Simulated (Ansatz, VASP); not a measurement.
**Rh: VASP beside Ansatz**

```
CELL_PARAMETERS angstrom
0.00000 1.93007 1.93007
1.93007 0.00000 1.93007
1.93007 1.93007 0.00000
ATOMIC_POSITIONS crystal
Rh 0.00000 0.00000 0.00000
```

Change from the starting cell: strain +0.015 along x and y, +0.015 along z, atoms carried along.

Alike in both runs: task single point; functional r2SCAN; k mesh 8 × 8 × 8; occupations gaussian, width 0.15 eV; no spin polarisation.

|  | VASP | Ansatz |
| --- | --- | --- |
| version | VASP 6.6.1 | Ansatz 0.2.0 |
| potentials or method | VASP PAW PBE potentials, release 64 (Rh_pv), cutoff 520 eV | scalar-relativistic, plane waves, PAW |
| valence electrons in the cell | 15 | 17 |

|  | VASP | Ansatz | Ansatz less VASP |
| --- | --- | --- | --- |
| gap on the k mesh at the Fermi level (eV) | none | none | - |
| pressure (GPa) | -10.0 | -11.0 | -0.96 |

VASP's potentials were made for PBE, not for r2SCAN. A gap of «none» marks a metal or a gap that the smearing closes. VASP's potentials hold 15 valence electrons a cell and Ansatz's 17, so a difference there can come from the potentials and not from the codes.
